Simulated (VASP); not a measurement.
# MgB2 (R-3m) in VASP: a series of runs

Runs on MgB2. Level: PBE. Tasks: relaxation of cell and atoms, single point.

All numbers are computed with VASP 6.6.1; they aren't measurements. Logs are shortened: lines on timing, memory, paths and dates and some standing lists are left out, and cuts for length are marked.

**1. The cell of the first run**

The structure is trigonal, space group R-3m (No. 166). Conventional cell: a = 2.813 Å, b = 2.813 Å, c = 12.745 Å, α = 90.00°, β = 90.00°, γ = 120.00°. Mg (site symmetry -3m) has 6 B at 1.94 Å within 2.6 Å. B (site symmetry 3m) has 3 Mg at 1.94 Å within 2.6 Å.

**2. Relaxation of cell and atoms, PBE**

Input file INCAR:

```
  PREC = Accurate
  ENCUT = 600
  EDIFF = 1E-7
  ISMEAR = 0
  SIGMA = 0.1
  LREAL = False
  LASPH = True
  NELM = 80
  ALGO = Normal
  ISIF = 3
  LWAVE = False
  LCHARG = False
  GGA = PE
  IBRION = 2
  NSW = 90
  EDIFFG = -0.04
```

Input file KPOINTS:

```
regular mesh
0
Gamma
  6 6 6
```

Input file POSCAR:

```
MgB2
1.0
    1.4066681167      0.8121402158      4.2484975563
   -1.4066681167      0.8121402158      4.2484975563
    0.0000000000     -1.6242804317      4.2484975563
Mg B
1 2
Direct
    0.0000000000      0.0000000000      0.0000000000
    0.7500000000      0.7500000000      0.7500000000
    0.2500000000      0.2500000000      0.2500000000
```

Potentials or basis: VASP PAW PBE potentials, release 64 (Mg, B).

Started as:

```
cat potpaw_PBE.64/Mg/POTCAR potpaw_PBE.64/B/POTCAR > POTCAR
mpirun -np 1 vasp_std > vasp.out
```

OUTCAR:

```text
PREC = Accurate
   ENCUT = 600
   EDIFF = 1E-7
   ISMEAR = 0
   LREAL = False
   LASPH = True
   NELM = 80
   ISIF = 3
   GGA = PE
   IBRION = 2
   NSW = 90
   EDIFFG = -0.04

 ion  position               nearest neighbor table
   1  0.000  0.000  0.000-   2 1.94   2 1.94   3 1.94   3 1.94   2 1.94   3 1.94
   2  0.750  0.750  0.750-   1 1.94   1 1.94   1 1.94
   3  0.250  0.250  0.250-   1 1.94   1 1.94   1 1.94

  LATTYP: Found a trigonal (rhomboedric) cell.
 ALAT       =     4.5484083377
 COS(alpha) =     0.8087090652

  Lattice vectors:

 A1 = (   1.4066681167,   0.8121402158,   4.2484975563)
 A2 = (  -1.4066681167,   0.8121402158,   4.2484975563)
 A3 = (   0.0000000000,  -1.6242804317,   4.2484975563)

Analysis of symmetry for initial positions (statically):
=====================================================================
 Subroutine PRICEL returns:
 Original cell was already a primitive cell.

 Routine SETGRP: Setting up the symmetry group for a
 trigonal (rhombohedral) supercell.

 Subroutine GETGRP returns: Found 12 space group operations
 (whereof 12 operations were pure point group operations)
 out of a pool of 12 trial point group operations.

The static configuration has the point symmetry D_3d.

Analysis of symmetry for dynamics (positions and initial velocities):
=====================================================================
 Subroutine PRICEL returns:
 Original cell was already a primitive cell.

 Routine SETGRP: Setting up the symmetry group for a
 trigonal (rhombohedral) supercell.

 Subroutine GETGRP returns: Found 12 space group operations
 (whereof 12 operations were pure point group operations)
 out of a pool of 12 trial point group operations.

The dynamic configuration has the point symmetry D_3d.

 Subroutine INISYM returns: Found 12 space group operations
 (whereof 12 operations are pure point group operations),
 and found     1 'primitive' translations

----------------------------------------------------------------------------------------

                                     Primitive cell

  volume of cell :      29.1212

  direct lattice vectors                    reciprocal lattice vectors
     1.406668117  0.812140216  4.248497556     0.355449871  0.205219078  0.078459109
    -1.406668117  0.812140216  4.248497556    -0.355449871  0.205219078  0.078459109
     0.000000000 -1.624280432  4.248497556     0.000000000 -0.410438157  0.078459109

  length of vectors
     4.548408338  4.548408338  4.548408338     0.417869971  0.417869971  0.417869971

  position of ions in fractional coordinates (direct lattice)
     0.000000000  0.000000000  0.000000000
     0.750000000  0.750000000  0.750000000
     0.250000000  0.250000000  0.250000000

  ion indices of the primitive-cell ions
   primitive index   ion index
                 1           1
                 2           2
                 3           3

----------------------------------------------------------------------------------------

 KPOINTS: regular mesh

Automatic generation of k-mesh.
 Grid dimensions read from file:
 generate k-points for:    6    6    6

 Generating k-lattice:

  Cartesian coordinates                     Fractional coordinates (reciprocal lattice)
     0.059241645  0.034203180  0.013076518     0.166666667 -0.000000000  0.000000000
    -0.059241645  0.034203180  0.013076518    -0.000000000  0.166666667  0.000000000
     0.000000000 -0.068406359  0.013076518     0.000000000  0.000000000  0.166666667

  Length of vectors
     0.069644995  0.069644995  0.069644995

  Shift w.r.t. Gamma in fractional coordinates (k-lattice)
     0.000000000  0.000000000  0.000000000

 Subroutine IBZKPT returns following result:
 ===========================================

 Found     32 irreducible k-points:

 Following reciprocal coordinates:
            Coordinates               Weight
  0.000000  0.000000  0.000000      1.000000
  0.166667  0.000000  0.000000      6.000000
  0.333333  0.000000  0.000000      6.000000
  0.500000  0.000000 -0.000000      3.000000
  0.166667  0.166667  0.000000      6.000000
  0.333333  0.166667  0.000000     12.000000
[... 16 lines left out ...]
  0.500000  0.500000  0.166667      6.000000
 -0.333333  0.500000  0.166667     12.000000
 [... further k-points ...]
   k-points           NKPTS =     32   k-points in BZ     NKDIM =     32   number of bands    NBANDS=      8
   number of dos      NEDOS =    301   number of ions     NIONS =      3
   total plane-waves  NPLWV =  46656
   dimension x,y,z NGX =    36 NGY =   36 NGZ =   36
   dimension x,y,z NGXF=    72 NGYF=   72 NGZF=   72
   ions per type =               1   2
   NGX,Y,Z   is equivalent  to a cutoff of  13.16, 13.16, 13.16 a.u.
   NGXF,Y,Z  is equivalent  to a cutoff of  26.32, 26.32, 26.32 a.u.
 SYSTEM =  unknown system
   PREC   = accura    normal or accurate (medium, high low for compatibility)
   ISTART =      0    job   : 0-new  1-cont  2-samecut
   ICHARG =      2    charge: 1-file 2-atom 10-const
   ISPIN  =      1    spin polarized calculation?
   LNONCOLLINEAR =      F non collinear calculations
   LSORBIT =      F    spin-orbit coupling
   LASPH  =      T    aspherical Exc in radial PAW
   ENCUT  =  600.0 eV  44.10 Ry    6.64 a.u.   9.08  9.08  9.08*2*pi/ulx,y,z
   NELM   =     80;   NELMIN=  2; NELMDL= -5     # of ELM steps
   EDIFF  = 0.1E-06   stopping-criterion for ELM
   LREAL  =      F    real-space projection
   EDIFFG = -.4E-01   stopping-criterion for IOM
   NSW    =     90    number of steps for IOM
   IBRION =      2    ionic relax: 0-MD 1-quasi-New 2-CG
   NFREE  =      1    steps in history (QN), initial steepest desc. (CG)
   ISIF   =      3    stress and relaxation
   ISYM   =      2    0-nonsym 1-usesym 2-fastsym
   POTIM  = 0.5000    time-step for ionic-motion
   TEBEG  =    0.0;   TEEND  =   0.0 temperature during run
   PSTRESS=    0.0 pullay stress
   NELECT =       8.0000    total number of electrons
   NUPDOWN=      -1.0000    fix difference up-down
   EMIN   =  10.00;   EMAX   =-10.00  energy-range for DOS
   EFERMI =   0.00;   METHOD = LEGACY
   ISMEAR =     0;   SIGMA  =   0.10  broadening in eV -4-tet -1-fermi 0-gaus
   EFERMI_NEDOS =   21; number of points for ismear=-14 and -15
   IALGO  =     38    algorithm
   IMIX   =      4    mixing-type and parameters
     AMIX     =   0.40;   BMIX     =  1.00
     AMIX_MAG =   1.60;   BMIX_MAG =  1.00
  volume/ion in A,a.u.               =       9.71        65.51
  Fermi-wavevector in a.u.,A,eV,Ry     =   1.064229  2.011101 15.409730  1.132583
  Thomas-Fermi vector in A             =   2.199740
   LORBIT       =      0    0 simple, 1 ext, 2 COOP (PROOUT), +10 PAW based schemes
   GGA     = PE    functional components
   LHFCALC =     F    Hartree Fock is set to
   AEXX    =    0.0000 exact exchange contribution
   IVDW    =     0    specifies the selected vdW correction
   LEPSILON=     F    determine dielectric tensor
   LRPA    =     F    only Hartree local field effects (RPA)
 conjugate gradient relaxation of ions
 non-spin polarized calculation
 Gauss-broadening in eV      SIGMA  =   0.10
  energy-cutoff  :      600.00
  volume of cell :       29.12
 maximum number of plane-waves:       992
   NGX = 19   NGY = 19   NGZ = 19

--------------------------------------- Ionic step        1  -------------------------------------------

 number of electron       8.0000000 magnetization

 Free energy of the ion-electron system (eV)
  ---------------------------------------------------
  ext. energy  EPLUGINS =         0.00000000
  ---------------------------------------------------
  free energy    TOTEN  =        -4.96479335 eV

  energy without entropy =       -4.95699903  energy(sigma->0) =       -4.96089619

------------------------ aborting loop because EDIFF is reached ----------------------------------------

  FORCE on cell =-STRESS in cart. coord.  units (eV):
  Direction    XX          YY          ZZ          XY          YZ          ZX
  --------------------------------------------------------------------------------------
  -------------------------------------------------------------------------------------
  Total       14.8119576     14.8119576      9.8984613      0.0000000     -0.0000000      0.0000000
  in kB      814.9177171    814.9177171    544.5891567      0.0000000     -0.0000000      0.0000000
  external PRESSURE =     724.8081970 kB  Pullay stress =       0.0000000 kB
[... 92 lines left out ...]
  FREE ENERGIE OF THE ION-ELECTRON SYSTEM (eV)
  ---------------------------------------------------
  free  energy   TOTEN  =        -9.7589982228 eV

  energy  without entropy=       -9.7546815842  energy(sigma->0) =       -9.75683990

 E-fermi :   2.7817     XC(G=0):  -9.7296

 val. band max:        2.7257161228   @ k =   0.3333   0.1667   0.0000
 cond. band min:       2.7846757982   @ k =   0.5000   0.1667   0.0000
 fundamental gap:      0.0589596754
 Fermi energy:         2.7817452411

 k-point     1 :       0.0000    0.0000    0.0000
  band No.  band energies     occupation
      1      -7.4057      2.00000
      2      -0.9635      2.00000
      3       0.0525      2.00000
      4       4.8781      0.00000
      5       4.8781      0.00000
      6       8.2132      0.00000
      7       8.2132      0.00000
      8       9.5578      0.00000
[... 243 lines left out ...]
 k-point    24 :      -0.3333    0.5000    0.1667
  band No.  band energies     occupation
      1      -3.9011      2.00000
      2      -1.7116      2.00000
      3      -0.8248      2.00000
      4       1.0820      2.00000
      5       2.4716      1.99999
      6       6.6318      0.00000
      7       8.6040      0.00000
      8       8.6928      0.00000

 [... further k-points ...]

[... ionic steps 4 to 15 ...]

--------------------------------------- Ionic step       16  -------------------------------------------

 number of electron       8.0000000 magnetization

------------------------ aborting loop because EDIFF is reached ----------------------------------------
[... 69 lines left out ...]
--------------------------------------- Ionic step       18  -------------------------------------------

 number of electron       8.0000000 magnetization

 Free energy of the ion-electron system (eV)
  ---------------------------------------------------
  ext. energy  EPLUGINS =         0.00000000
  ---------------------------------------------------
  free energy    TOTEN  =       -14.04785987 eV

  energy without entropy =      -14.04169028  energy(sigma->0) =      -14.04477508

 E-fermi :   4.0322     XC(G=0): -10.3005

 val. band max:        4.0009767763   @ k =  -0.1667   0.1667   0.0000
 cond. band min:       4.1189303336   @ k =   0.5000   0.3333  -0.0000
 fundamental gap:      0.1179535573
 Fermi energy:         4.0321617792

 k-point     1 :       0.0000    0.0000    0.0000
  band No.  band energies     occupation
      1      -7.4947      2.00000
      2       0.0528      2.00000
      3       2.6553      2.00000
      4       5.3323      0.00000
      5       5.3323      0.00000
      6      12.2291      0.00000
      7      12.2291      0.00000
      8      13.6913      0.00000
[... 243 lines left out ...]
 k-point    24 :      -0.3333    0.5000    0.1667
  band No.  band energies     occupation
      1      -3.7529      2.00000
      2      -1.2615      2.00000
      3       0.9119      2.00000
      4       1.3950      2.00000
      5       4.9603      0.00000
      6       9.6839      0.00000
      7      10.9653      0.00000
      8      12.9902      0.00000

 [... further k-points ...]
[... 5 lines left out ...]
  --------------------------------------------------------------------------------------
  -------------------------------------------------------------------------------------
  Total        0.0098111      0.0098111     -0.0361118      0.0000000      0.0000000     -0.0000000
  in kB        0.4714335      0.4714335     -1.7352061      0.0000000      0.0000000     -0.0000000
  external PRESSURE =      -0.2641130 kB  Pullay stress =       0.0000000 kB
[... 18 lines left out ...]
  FREE ENERGIE OF THE ION-ELECTRON SYSTEM (eV)
  ---------------------------------------------------
  free  energy   TOTEN  =       -14.0478598713 eV

  energy  without entropy=      -14.0416902820  energy(sigma->0) =      -14.04477508

 reached required accuracy - stopping structural energy minimisation
```

It took 3.6 min on 1 thread of Intel Xeon 6975P-C (Granite Rapids), shared host; peak memory 0.21 GiB.

What came out:

- Free energy: -14.0479 eV
- Relaxed volume: 11.11 Å³/atom
- Relaxed cell: a = 4.525 Å, b = 4.525 Å, c = 4.525 Å, α = 39.24°, β = 39.24°, γ = 39.24°
- Space group after relaxing (to 0.05 Å): R-3m (No. 166)
- Energy gained by relaxing: 3027.7 meV/atom
- Ionic steps: 18
- Pressure after relaxing: 0.0 GPa
- Largest force after relaxing: 0.004 eV/Å
- Band gap on the k mesh: zero (band 4 reaches 5.37 eV, above the bottom of band 5 at 2.88 eV)

Forces on the atoms (eV/Å):
```
Mg   0.000  0.000  0.000
B    0.000  0.000 -0.004
B    0.000  0.000  0.004
```

Stress tensor (GPa, compression positive):
```
 0.05  0.00  0.00
 0.00  0.05  0.00
 0.00  0.00 -0.17
```

The path:
| step | energy change (eV) | largest force (eV/Å) | pressure (GPa) | volume (Å³) |
| --- | --- | --- | --- | --- |
| 1 | 0.0000 | 7.9829 | 72.48 | 29.12 |
| 2 | -4.6471 | 2.1691 | -18.41 | 51.75 |
| 3 | -4.7942 | 2.9843 | -13.70 | 45.79 |
| 4 | -6.3614 | 3.0910 | -16.17 | 40.93 |
| 5 | -7.3438 | 5.1348 | 40.11 | 28.09 |
| 6 | -7.3055 | 3.7242 | -11.39 | 36.42 |
| 7 | -8.6211 | 2.3717 | 0.84 | 32.12 |
| 8 | -8.5973 | 0.2848 | 14.49 | 30.07 |
| 9 | -8.7040 | 1.1130 | 7.02 | 31.04 |
| 10 | -8.8248 | 2.1368 | 11.34 | 31.57 |
| 11 | -8.9601 | 0.9031 | 8.14 | 31.37 |
| 12 | -9.0217 | 0.8813 | -4.30 | 34.51 |
| 13 | -9.0806 | 0.1739 | -0.07 | 33.14 |
| 14 | -9.0807 | 0.1528 | 0.06 | 33.10 |
| 15 | -9.0807 | 0.1335 | 0.18 | 33.06 |
| 16 | -9.0823 | 0.0363 | 0.06 | 33.18 |
| 17 | -9.0826 | 0.0390 | -0.02 | 33.28 |
| 18 | -9.0831 | 0.0044 | -0.03 | 33.34 |

Final structure:
```cif
data_structure
_symmetry_space_group_name_H-M 'P 1'
_symmetry_Int_Tables_number 1
_cell_length_a 4.5246
_cell_length_b 4.5246
_cell_length_c 4.5246
_cell_angle_alpha 39.237
_cell_angle_beta 39.237
_cell_angle_gamma 39.237
_cell_volume 33.34
loop_
_atom_site_label
_atom_site_type_symbol
_atom_site_fract_x
_atom_site_fract_y
_atom_site_fract_z
_atom_site_occupancy
Mg1 Mg 0.00000 0.00000 0.00000 1
B1 B 0.82116 0.82116 0.82116 1
B2 B 0.17884 0.17884 0.17884 1
```

Caveat: the k points lie up to 0.41 Å⁻¹ apart in the final cell.

**3. Single point, PBE**

This run uses another cell than the first one, of 11.12 Å³/atom, 1.146 times its volume.

Input file INCAR:

```
ALGO = Normal
EDIFF = 1E-7
ENCUT = 520
GGA = PE
ISIF = 2
ISMEAR = 0
LASPH = True
LCHARG = False
LREAL = False
LWAVE = False
NBANDS = 11
NELM = 80
PREC = Accurate
SIGMA = 0.1
```

Input file KPOINTS:

```
k-points
0
Gamma
  18 18 18
```

Input file POSCAR:

```
MgB2
1.0
    1.5233737005      0.8795202160      4.1506474292
   -1.5233737005      0.8795202160      4.1506474292
    0.0000000000     -1.7590404321      4.1506474292
Mg B
1 2
Direct
    0.0000000000      0.0000000000      0.0000000000
    0.8216469519      0.8216469519      0.8216469519
    0.1783530481      0.1783530481      0.1783530481
```

Potentials or basis: VASP PAW PBE potentials, release 64 (Mg, B).

Started as:

```
cat potpaw_PBE.64/Mg/POTCAR potpaw_PBE.64/B/POTCAR > POTCAR
mpirun -np 1 vasp_std > vasp.out
```

OUTCAR:

```text
EDIFF = 1E-7
   ENCUT = 520
   GGA = PE
   ISIF = 2
   ISMEAR = 0
   LASPH = True
   LREAL = False
   NELM = 80
   PREC = Accurate

 ion  position               nearest neighbor table
   1  0.000  0.000  0.000-   2 2.22   3 2.22   2 2.61   3 2.61   2 2.61   2 2.61   3 2.61   3 2.61

   2  0.822  0.822  0.822-   3 1.78   3 1.78   3 1.78   1 2.22   1 2.61   1 2.61   1 2.61
   3  0.178  0.178  0.178-   2 1.78   2 1.78   2 1.78   1 2.22   1 2.61   1 2.61   1 2.61

  LATTYP: Found a trigonal (rhomboedric) cell.
 ALAT       =     4.5080036960
[... 523 lines left out ...]
      8      12.0015      0.00000
      9      14.7183      0.00000
     10      15.1950      0.00000
     11      16.8714      0.00000

 [... further k-points ...]
[... 5 lines left out ...]
  --------------------------------------------------------------------------------------
  -------------------------------------------------------------------------------------
  Total       -0.0169403     -0.0169403     -0.0161737      0.0000000      0.0000000      0.0000000
  in kB       -0.8134139     -0.8134139     -0.7766037      0.0000000      0.0000000      0.0000000
  external PRESSURE =      -0.8011438 kB  Pullay stress =       0.0000000 kB

 VOLUME and BASIS-vectors are now :
 -----------------------------------------------------------------------------
  energy-cutoff  :      520.00
  volume of cell :       33.37
      direct lattice vectors                 reciprocal lattice vectors
     1.523373701  0.879520216  4.150647429     0.328218874  0.189497255  0.080308756
    -1.523373701  0.879520216  4.150647429    -0.328218874  0.189497255  0.080308756
     0.000000000 -1.759040432  4.150647429     0.000000000 -0.378994510  0.080308756

 POSITION                                       TOTAL-FORCE (eV/Angst)
 -----------------------------------------------------------------------------------
      0.00000      0.00000      0.00000         0.000000      0.000000     -0.000000
      0.00000     -0.00000     10.23110         0.000000      0.000000     -0.016224
      0.00000     -0.00000      2.22084         0.000000     -0.000000      0.016224
 -----------------------------------------------------------------------------------
    total drift:                                0.000000     -0.000000      0.000000

  FREE ENERGIE OF THE ION-ELECTRON SYSTEM (eV)
  ---------------------------------------------------
  free  energy   TOTEN  =       -14.0382545282 eV

  energy  without entropy=      -14.0321317202  energy(sigma->0) =      -14.03519312
```

OSZICAR:

```text
N       E                     dE             d eps       ncg     rms          rms(c)
DAV:   1     0.526936369298E+01    0.52694E+01   -0.36732E+03 13480   0.602E+02
DAV:   2    -0.156805397969E+02   -0.20950E+02   -0.19623E+02 16351   0.101E+02
DAV:   3    -0.163598047299E+02   -0.67926E+00   -0.67529E+00 16510   0.155E+01
DAV:   4    -0.163617641720E+02   -0.19594E-02   -0.19592E-02 15123   0.932E-01
DAV:   5    -0.163617731207E+02   -0.89487E-05   -0.89488E-05 15950   0.668E-02    0.582E+00
DAV:   6    -0.141545389949E+02    0.22072E+01   -0.47393E+00 14635   0.788E+00    0.203E+00
DAV:   7    -0.140392288608E+02    0.11531E+00   -0.65112E-01 15921   0.336E+00    0.843E-01
DAV:   8    -0.140440464485E+02   -0.48176E-02   -0.58872E-02 14739   0.124E+00    0.281E-01
DAV:   9    -0.140382081420E+02    0.58383E-02   -0.20208E-02 14585   0.541E-01    0.532E-02
DAV:  10    -0.140382568898E+02   -0.48748E-04   -0.42537E-04 15786   0.130E-01    0.281E-02
DAV:  11    -0.140382559228E+02    0.96700E-06   -0.79594E-05 15144   0.384E-02    0.506E-03
DAV:  12    -0.140382547366E+02    0.11862E-05   -0.11003E-05 14991   0.140E-02    0.225E-03
DAV:  13    -0.140382545307E+02    0.20597E-06   -0.10405E-06 14841   0.482E-03    0.222E-04
DAV:  14    -0.140382545282E+02    0.24035E-08   -0.34661E-08  8194   0.126E-03
   1 F= -.14038255E+02 E0= -.14035193E+02  d E =-.612281E-02
```

stdout:

```text
POSCAR found type information on POSCAR MgB
 POSCAR found :  2 types and       3 ions
 scaLAPACK will be used
 LDA part: xc-table for (Slater+PW92), standard interpolation
 POSCAR, INCAR and KPOINTS ok, starting setup
 FFT: planning ... GRIDC
 FFT: planning ... GRID_SOFT
 FFT: planning ... GRID
 WAVECAR not read
 entering main loop
```

Run time: 5.5 min. Hardware: 1 thread of Intel Xeon 6975P-C (Granite Rapids), shared host; peak memory 0.38 GiB.

Results:

- Free energy: -14.0383 eV
- Pressure: -0.1 GPa
- Largest force: 0.016 eV/Å
- Band gap on the k mesh: zero (band 4 reaches 5.37 eV, above the bottom of band 5 at 2.89 eV)

Forces in eV/Å, atoms in the order of the input:
```
Mg   0.000  0.000  0.000
B    0.000  0.000 -0.016
B    0.000  0.000  0.016
```

[end of part 1 of 2]
